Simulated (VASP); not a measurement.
# Te (P6_3/mmc) in VASP: further runs

The runs below take Te through single point, relaxation of cell and atoms, with LDA.

Everything below comes from runs of VASP 6.6.1. Logs are shortened: lines on timing, memory, paths and dates and some standing lists are left out, and cuts for length are marked.

## (1) The cell of the first run

It takes space group P6_3/mmc (No. 194, hexagonal). Conventional cell: a = 3.750 Å, b = 3.750 Å, c = 4.594 Å, α = 90.00°, β = 90.00°, γ = 120.00°. Te (site symmetry -6m2) has 12 Te at 3.16 to 3.75 Å within 4.2 Å.

## (2) Single point, LDA

File INCAR:

```
  ALGO = Normal
  EDIFF = 1E-6
  ENCUT = 520
  GGA = CA
  ISIF = 2
  ISMEAR = 0
  LASPH = True
  LCHARG = False
  LREAL = False
  LWAVE = False
  NBANDS = 13
  NELM = 100
  PREC = Accurate
  SIGMA = 0.05
```

File KPOINTS:

```
k-points
0
Gamma
  8 8 4
```

File POSCAR:

```
Te
1.0
    3.7497829925      0.0000000000      0.0000000000
   -1.8748914962      3.2474073302      0.0000000000
    0.0000000000      0.0000000000      4.5941715297
Te
2
Direct
    0.3333333333      0.6666666667      0.2500000000
    0.6666666667      0.3333333333      0.7500000000
```

Potentials or basis: VASP PAW LDA potentials, release 64 (Te).

The run is started by

```console
$ cat potpaw_LDA.64/Te/POTCAR > POTCAR
$ mpirun -np 1 vasp_std > vasp.out
```

OUTCAR:

```text
EDIFF = 1E-6
   ENCUT = 520
   GGA = CA
   ISIF = 2
   ISMEAR = 0
   LASPH = True
   LREAL = False
   NELM = 100
   PREC = Accurate

 ion  position               nearest neighbor table
   1  0.333  0.667  0.250-   2 3.16   2 3.16   2 3.16   2 3.16   2 3.16   2 3.16
   2  0.667  0.333  0.750-   1 3.16   1 3.16   1 3.16   1 3.16   1 3.16   1 3.16

  LATTYP: Found a hexagonal cell.
 ALAT       =     3.7497829925
 C/A-ratio  =     1.2251833076

  Lattice vectors:

 A1 = (   3.7497829925,   0.0000000000,   0.0000000000)
 A2 = (  -1.8748914962,   3.2474073302,   0.0000000000)
 A3 = (   0.0000000000,   0.0000000000,   4.5941715297)

Analysis of symmetry for initial positions (statically):
=====================================================================
 Subroutine PRICEL returns:
 Original cell was already a primitive cell.

 Routine SETGRP: Setting up the symmetry group for a
 hexagonal supercell.

 Subroutine GETGRP returns: Found 24 space group operations
 (whereof 12 operations were pure point group operations)
 out of a pool of 24 trial point group operations.

The static configuration has the point symmetry D_3d.
 The point group associated with its full space group is D_6h.

Analysis of symmetry for dynamics (positions and initial velocities):
=====================================================================
 Subroutine PRICEL returns:
 Original cell was already a primitive cell.

 Routine SETGRP: Setting up the symmetry group for a
 hexagonal supercell.

 Subroutine GETGRP returns: Found 24 space group operations
 (whereof 12 operations were pure point group operations)
 out of a pool of 24 trial point group operations.

The dynamic configuration has the point symmetry D_3d.
 The point group associated with its full space group is D_6h.

 Subroutine INISYM returns: Found 24 space group operations
 (whereof 12 operations are pure point group operations),
 and found     1 'primitive' translations

----------------------------------------------------------------------------------------

                                     Primitive cell

  volume of cell :      55.9436

  direct lattice vectors                    reciprocal lattice vectors
     3.749782993  0.000000000  0.000000000     0.266682099  0.153968982  0.000000000
    -1.874891496  3.247407330  0.000000000     0.000000000  0.307937964  0.000000000
     0.000000000  0.000000000  4.594171530     0.000000000  0.000000000  0.217667101

  length of vectors
     3.749782993  3.749782992  4.594171530     0.307937964  0.307937964  0.217667101

  position of ions in fractional coordinates (direct lattice)
     0.333333333  0.666666667  0.250000000
     0.666666667  0.333333333  0.750000000

  ion indices of the primitive-cell ions
   primitive index   ion index
                 1           1
                 2           2

----------------------------------------------------------------------------------------

 KPOINTS: k-points

Automatic generation of k-mesh.
 Grid dimensions read from file:
 generate k-points for:    8    8    4

 Generating k-lattice:

  Cartesian coordinates                     Fractional coordinates (reciprocal lattice)
     0.033335262  0.019246123  0.000000000     0.125000000 -0.000000000  0.000000000
     0.000000000  0.038492245  0.000000000     0.000000000  0.125000000  0.000000000
     0.000000000  0.000000000  0.054416775     0.000000000  0.000000000  0.250000000

  Length of vectors
     0.038492245  0.038492245  0.054416775

  Shift w.r.t. Gamma in fractional coordinates (k-lattice)
     0.000000000  0.000000000  0.000000000

 Subroutine IBZKPT returns following result:
 ===========================================

 Found     30 irreducible k-points:

 Following reciprocal coordinates:
            Coordinates               Weight
  0.000000  0.000000  0.000000      1.000000
  0.125000  0.000000  0.000000      6.000000
  0.250000  0.000000  0.000000      6.000000
  0.375000  0.000000  0.000000      6.000000
  0.500000  0.000000  0.000000      3.000000
  0.125000  0.125000  0.000000      6.000000
[... 16 lines left out ...]
  0.250000  0.000000  0.500000      6.000000
  0.375000  0.000000  0.500000      6.000000
 [... further k-points ...]
   k-points           NKPTS =     30   k-points in BZ     NKDIM =     30   number of bands    NBANDS=     13
   number of dos      NEDOS =    301   number of ions     NIONS =      2
   total plane-waves  NPLWV =  28224
   dimension x,y,z NGX =    28 NGY =   28 NGZ =   36
   dimension x,y,z NGXF=    56 NGYF=   56 NGZF=   72
   ions per type =               2
   NGX,Y,Z   is equivalent  to a cutoff of  12.41, 12.41, 13.03 a.u.
   NGXF,Y,Z  is equivalent  to a cutoff of  24.83, 24.83, 26.05 a.u.
 SYSTEM =  unknown system
   PREC   = accura    normal or accurate (medium, high low for compatibility)
   ISTART =      0    job   : 0-new  1-cont  2-samecut
   ICHARG =      2    charge: 1-file 2-atom 10-const
   ISPIN  =      1    spin polarized calculation?
   LNONCOLLINEAR =      F non collinear calculations
   LSORBIT =      F    spin-orbit coupling
   LASPH  =      T    aspherical Exc in radial PAW
   ENCUT  =  520.0 eV  38.22 Ry    6.18 a.u.   6.97  6.97  8.54*2*pi/ulx,y,z
   NELM   =    100;   NELMIN=  2; NELMDL= -5     # of ELM steps
   EDIFF  = 0.1E-05   stopping-criterion for ELM
   LREAL  =      F    real-space projection
   EDIFFG = 0.1E-04   stopping-criterion for IOM
   NSW    =      0    number of steps for IOM
   IBRION =     -1    ionic relax: 0-MD 1-quasi-New 2-CG
   NFREE  =      0    steps in history (QN), initial steepest desc. (CG)
   ISIF   =      2    stress and relaxation
   ISYM   =      2    0-nonsym 1-usesym 2-fastsym
   POTIM  = 0.5000    time-step for ionic-motion
   TEBEG  =    0.0;   TEEND  =   0.0 temperature during run
   PSTRESS=    0.0 pullay stress
   NELECT =      12.0000    total number of electrons
   NUPDOWN=      -1.0000    fix difference up-down
   EMIN   =  10.00;   EMAX   =-10.00  energy-range for DOS
   EFERMI =   0.00;   METHOD = LEGACY
   ISMEAR =     0;   SIGMA  =   0.05  broadening in eV -4-tet -1-fermi 0-gaus
   EFERMI_NEDOS =   21; number of points for ismear=-14 and -15
   IALGO  =     38    algorithm
   IMIX   =      4    mixing-type and parameters
     AMIX     =   0.40;   BMIX     =  1.00
     AMIX_MAG =   1.60;   BMIX_MAG =  1.00
  volume/ion in A,a.u.               =      27.97       188.76
  Fermi-wavevector in a.u.,A,eV,Ry     =   0.979983  1.851899 13.066582  0.960367
  Thomas-Fermi vector in A             =   2.110878
   LORBIT       =      0    0 simple, 1 ext, 2 COOP (PROOUT), +10 PAW based schemes
   GGA     = CA    functional components
   LHFCALC =     F    Hartree Fock is set to
   AEXX    =    0.0000 exact exchange contribution
   IVDW    =     0    specifies the selected vdW correction
   LEPSILON=     F    determine dielectric tensor
   LRPA    =     F    only Hartree local field effects (RPA)
 non-spin polarized calculation
 Gauss-broadening in eV      SIGMA  =   0.05
  energy-cutoff  :      520.00
  volume of cell :       55.94
 maximum number of plane-waves:      1523
 NGX is ok and might be reduce to    28
   NGX = 13   NGY = 13   NGZ = 17

 number of electron      12.0000000 magnetization

 Free energy of the ion-electron system (eV)
  ---------------------------------------------------
  ext. energy  EPLUGINS =         0.00000000
  ---------------------------------------------------
  free energy    TOTEN  =        -7.32332614 eV

  energy without entropy =       -7.32060567  energy(sigma->0) =       -7.32196591

 E-fermi :   7.9853     XC(G=0): -10.2530

 val. band max:        7.9786239986   @ k =   0.3750   0.1250   0.2500
 cond. band min:       8.0504985871   @ k =   0.3750   0.0000   0.0000
 fundamental gap:      0.0718745885
 Fermi energy:         7.9853194181

 k-point     1 :       0.0000    0.0000    0.0000
  band No.  band energies     occupation
      1      -6.2512      2.00000
      2      -0.9915      2.00000
      3       2.4783      2.00000
      4       7.1137      2.00000
      5       7.1137      2.00000
      6       9.6364      0.00000
      7       9.6364      0.00000
      8      11.7718      0.00000
      9      12.1926      0.00000
     10      14.7197      0.00000
     11      16.2787      0.00000
     12      16.2787      0.00000
     13      17.6840      0.00000

 k-point     2 :       0.1250    0.0000    0.0000
  band No.  band energies     occupation
      1      -6.0625      2.00000
      2      -1.0168      2.00000
      3       2.6858      2.00000
      4       6.0761      2.00000
      5       6.6701      2.00000
      6       9.0170      0.00000
      7       9.9683      0.00000
      8      11.4025      0.00000
      9      12.6999      0.00000
     10      14.6111      0.00000
     11      16.3220      0.00000
     12      16.7253      0.00000
     13      17.1288      0.00000

 k-point     3 :       0.2500    0.0000    0.0000
  band No.  band energies     occupation
      1      -5.5141      2.00000
      2      -1.2343      2.00000
      3       3.2901      2.00000
      4       4.6005      2.00000
      5       5.9337      2.00000
      6       7.8034      2.00000
      7       9.7553      0.00000
      8      10.2903      0.00000
      9      12.3944      0.00000
     10      15.6470      0.00000
     11      16.2380      0.00000
     12      16.3879      0.00000
     13      17.1210      0.00000

 k-point     4 :       0.3750    0.0000    0.0000
  band No.  band energies     occupation
      1      -4.6920      2.00000
      2      -1.8889      2.00000
      3       3.8832      2.00000
      4       4.1999      2.00000
      5       5.3980      2.00000
      6       6.7095      2.00000
      7       8.0505      0.06525
      8      10.2955      0.00000
      9      11.3471      0.00000
     10      15.4063      0.00000
     11      15.9055      0.00000
     12      16.7819      0.00000
     13      18.3570      0.00000

 k-point     5 :       0.5000    0.0000    0.0000
  band No.  band energies     occupation
      1      -4.0801      2.00000
      2      -2.4960      2.00000
      3       3.7945      2.00000
      4       4.8717      2.00000
      5       5.2083      2.00000
      6       6.2185      2.00000
      7       7.0920      2.00000
      8      10.2528      0.00000
      9      10.9673      0.00000
     10      15.1245      0.00000
     11      15.7417      0.00000
     12      16.6183      0.00000
     13      20.9119      0.00000
[... 257 lines left out ...]
 k-point    22 :       0.1250    0.0000    0.5000
  band No.  band energies     occupation
      1      -4.4020      2.00000
      2      -4.4020      2.00000
      3       6.3183      2.00000
      4       6.3183      2.00000
      5       8.1129      0.00031
      6       8.1129      0.00031
      7       9.1293      0.00000
      8       9.1293      0.00000
      9      14.3163      0.00000
     10      14.3163      0.00000
     11      15.4735      0.00000
     12      15.4735      0.00000
     13      15.8102      0.00000

 k-point    23 :       0.2500    0.0000    0.5000
  band No.  band energies     occupation
      1      -3.9389      2.00000
      2      -3.9389      2.00000
      3       4.3707      2.00000
      4       4.3707      2.00000
      5       7.5815      2.00000
      6       7.5815      2.00000
      7       9.3496      0.00000
      8       9.3496      0.00000
      9      13.8970      0.00000
     10      13.8970      0.00000
     11      17.2602      0.00000
     12      17.2602      0.00000
     13      17.4187      0.00000

 k-point    24 :       0.3750    0.0000    0.5000
  band No.  band energies     occupation
      1      -3.3355      2.00000
      2      -3.3355      2.00000
      3       2.7584      2.00000
      4       2.7584      2.00000
      5       7.1467      2.00000
      6       7.1467      2.00000
      7       9.2391      0.00000
      8       9.2391      0.00000
      9      14.1821      0.00000
     10      14.1821      0.00000
     11      18.0109      0.00000
     12      18.0109      0.00000
     13      19.5034      0.00000

 [... further k-points ...]
[... 5 lines left out ...]
  --------------------------------------------------------------------------------------
  -------------------------------------------------------------------------------------
  Total        0.0172714      0.0172714      0.0539720      0.0000000      0.0000000      0.0000000
  in kB        0.4946376      0.4946376      1.5457142      0.0000000      0.0000000      0.0000000
  external PRESSURE =       0.8449965 kB  Pullay stress =       0.0000000 kB

 VOLUME and BASIS-vectors are now :
 -----------------------------------------------------------------------------
  energy-cutoff  :      520.00
  volume of cell :       55.94
      direct lattice vectors                 reciprocal lattice vectors
     3.749782993  0.000000000  0.000000000     0.266682099  0.153968982  0.000000000
    -1.874891496  3.247407330  0.000000000     0.000000000  0.307937964  0.000000000
     0.000000000  0.000000000  4.594171530     0.000000000  0.000000000  0.217667101

 POSITION                                       TOTAL-FORCE (eV/Angst)
 -----------------------------------------------------------------------------------
     -0.00000      2.16494      1.14854         0.000000      0.000000      0.000000
      1.87489      1.08247      3.44563        -0.000000     -0.000000      0.000000
 -----------------------------------------------------------------------------------
    total drift:                               -0.000000      0.000000      0.000000

  FREE ENERGIE OF THE ION-ELECTRON SYSTEM (eV)
  ---------------------------------------------------
  free  energy   TOTEN  =        -7.3233261436 eV

  energy  without entropy=       -7.3206056708  energy(sigma->0) =       -7.32196591
```

Run time: 10 s. Hardware: 1 thread of Intel Xeon Platinum 8488C (Sapphire Rapids), shared host; peak memory 0.15 GiB.

What came out:

```
Free energy            : -7.3233 eV
Pressure               : 0.1 GPa
Band gap on the k mesh : zero (band 6 reaches 9.64 eV, above the bottom of band 7 at 6.55 eV)
```

Stress tensor (GPa, compression positive):
```
0.05 0.00 0.00
0.00 0.05 0.00
0.00 0.00 0.15
```

Levels at points of the mesh, in eV from the Fermi level:
```tsv
k point	band 2	band 3	band 4	band 5	band 6	band 7	band 8	band 9	band 10	band 11
(0.00, 0.00, 0.00)	-8.98	-5.51	-0.87	-0.87	1.65	1.65	3.79	4.21	6.73	8.29
(0.50, 0.00, 0.00)	-10.48	-4.19	-3.11	-2.78	-1.77	-0.89	2.27	2.98	7.14	7.76
(0.00, 0.00, 0.50)	-12.55	-0.16	-0.16	0.39	0.39	0.39	0.39	6.67	6.67	7.19
(0.50, 0.00, 0.50)	-11.00	-5.90	-5.90	-1.00	-1.00	1.18	1.18	6.53	6.53	9.46
```

Caveat: spin-orbit coupling is left out, which moves the levels of the heavy elements.

## (3) Relaxation of cell and atoms, LDA

This run uses another cell than the first one, of 26.11 Å³/atom, 0.933 times its volume.

File INCAR:

```
SYSTEM = Te
PREC     = Accurate       ! precision mode
ENCUT    = 600            ! plane-wave cutoff, eV
EDIFF    = 1E-6           ! SCF threshold, eV
ISMEAR   = 0              ! smearing method
SIGMA    = 0.05           ! smearing width, eV
LREAL    = .FALSE.        ! projectors in reciprocal space
LASPH    = .TRUE.         ! aspherical terms in the spheres
NELM     = 80             ! most SCF steps
ALGO     = Normal         ! electronic algorithm
ISIF     = 3              ! what is computed and relaxed
LWAVE    = .FALSE.        ! write WAVECAR
LCHARG   = .FALSE.        ! write CHGCAR
GGA      = CA             ! functional
IBRION   = 2              ! ionic algorithm
NSW      = 80             ! ionic steps
EDIFFG   = -0.01          ! ionic threshold
```

File KPOINTS:

```
Automatic mesh
0
G
  8 8 4
  0 0 0
```

File POSCAR:

```
Te
1.0
    3.3300000000      0.0000000000      0.0000000000
   -1.6650000000      2.8838645946      0.0000000000
    0.0000000000      0.0000000000      5.4378900000
Te
2
Direct
    0.3333333333      0.6666666667      0.2500000000
    0.6666666667      0.3333333333      0.7500000000
```

Potentials or basis: VASP PAW LDA potentials, release 64 (Te).

The run is started by

```console
$ cat potpaw_LDA.64/Te/POTCAR > POTCAR
$ mpirun -np 1 vasp_std > vasp.out
```

It took 91 s on 1 thread of Intel Xeon Platinum 8488C (Sapphire Rapids), shared host; peak memory 0.18 GiB.

It converged, with:

| Property | Result |
| --- | --- |
| Free energy | -7.3231 eV |
| Relaxed volume | 27.99 Å³/atom |
| Relaxed cell | a = 3.749 Å, b = 3.749 Å, c = 4.598 Å, α = 90.00°, β = 90.00°, γ = 120.00° |
| Space group after relaxing (to 0.05 Å) | P6_3/mmc (No. 194) |
| Energy gained by relaxing | 174.5 meV/atom |
| Ionic steps | 14 |
| Pressure after relaxing | 0.0 GPa |
| Band gap on the k mesh | zero (band 6 reaches 9.63 eV, above the bottom of band 7 at 6.54 eV) |

Step by step:
```csv
step,energy change (eV),largest force (eV/Å),pressure (GPa),volume (Å³)
1,0.0000,0.0000,0.92,52.22
2,-0.0838,0.0000,-0.58,53.31
3,-0.2953,0.0000,-1.43,56.00
4,-0.0564,0.0000,3.96,58.27
5,-0.3287,0.0000,0.65,57.53
6,-0.3424,0.0000,-0.19,57.21
7,-0.3434,0.0000,-1.10,56.66
8,-0.3450,0.0000,-0.59,57.00
9,-0.3469,0.0000,-0.87,56.84
10,-0.3464,0.0000,-0.96,56.77
11,-0.3302,0.0000,2.57,54.39
12,-0.3490,0.0000,-0.10,56.13
13,-0.3490,0.0000,-0.06,56.11
14,-0.3491,0.0000,0.01,55.98
```

Final structure:
```
Te
1.0
     3.74937    0.00000    0.00000
    -1.87468    3.24705    0.00000
     0.00000    0.00000    4.59834
Te
2
Cartesian
  0.0000 2.1647 1.1496
  1.8747 1.0823 3.4488
```

Levels at points of the mesh, in eV from the Fermi level:
| k point | band 2 | band 3 | band 4 | band 5 | band 6 | band 7 | band 8 | band 9 | band 10 |
| --- | --- | --- | --- | --- | --- | --- | --- | --- | --- |
| (0.00, 0.00, 0.00) | -8.98 | -5.51 | -0.86 | -0.86 | 1.66 | 1.66 | 3.80 | 4.21 | 6.74 |
| (0.50, 0.00, 0.00) | -10.48 | -4.19 | -3.11 | -2.77 | -1.77 | -0.89 | 2.26 | 2.99 | 7.14 |
| (0.00, 0.00, 0.50) | -12.55 | -0.17 | -0.17 | 0.40 | 0.40 | 0.40 | 0.40 | 6.66 | 6.66 |
| (0.50, 0.00, 0.50) | -10.99 | -5.90 | -5.90 | -0.99 | -0.99 | 1.18 | 1.18 | 6.52 | 6.52 |

Caveat: spin-orbit coupling is left out, which moves the levels of the heavy elements.
